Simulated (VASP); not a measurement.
Crystal: Ta2N.

```xyz
9
Lattice="5.2966 0.0000 0.0000 -2.6483 4.5870 0.0000 0.0000 0.0000 4.9392" Properties=species:S:1:pos:R:3 pbc="T T T"
Ta    1.7647    3.0566    3.7223
Ta   -0.8836    1.5304    3.7223
Ta    1.7671    0.0000    3.7223
Ta    0.8836    1.5304    1.2169
Ta   -1.7647    3.0566    1.2169
Ta    3.5294    0.0000    1.2169
N     2.6483    1.5290    2.4696
N     0.0000    3.0580    2.4696
N     0.0000    0.0000    0.0000
```

Base run:

* Program: VASP 6.6.1
* Functional: PBEsol
* Potentials or basis: VASP PAW PBE potentials, release 64 (Ta_pv, N)
* Cutoff: 520 eV
* k mesh: 12 × 12 × 8
* Occupations: fermi-dirac, width 0.5 eV
* Spin: no spin polarisation

Its results: band gap on the k mesh zero (an odd number of electrons rules out a gap without spin polarisation); pressure -2.1 GPa; largest force 0.197 eV/Å.

Question: The run is repeated on the same cell with these changes: occupations from fermi-dirac, width 0.5 eV to methfessel-paxton, width 0.2 eV; further incar settings from ALGO = Normal; EDIFF = 1e-06; NBANDS = 50 to ALGO = Normal; EDIFF = 1e-07; NBANDS = 50. What comes out?

Answer: Band gap on the k mesh zero (an odd number of electrons rules out a gap without spin polarisation); pressure -4.8 GPa; largest force 0.119 eV/Å.

Caveats: the PAW data sets were made with another functional, which shifts forces and pressure a little; spin-orbit coupling is left out, which moves the levels of the heavy elements; so wide a smearing shifts energies and pressures (at least some runs); the cell stands under tension (at least some runs).
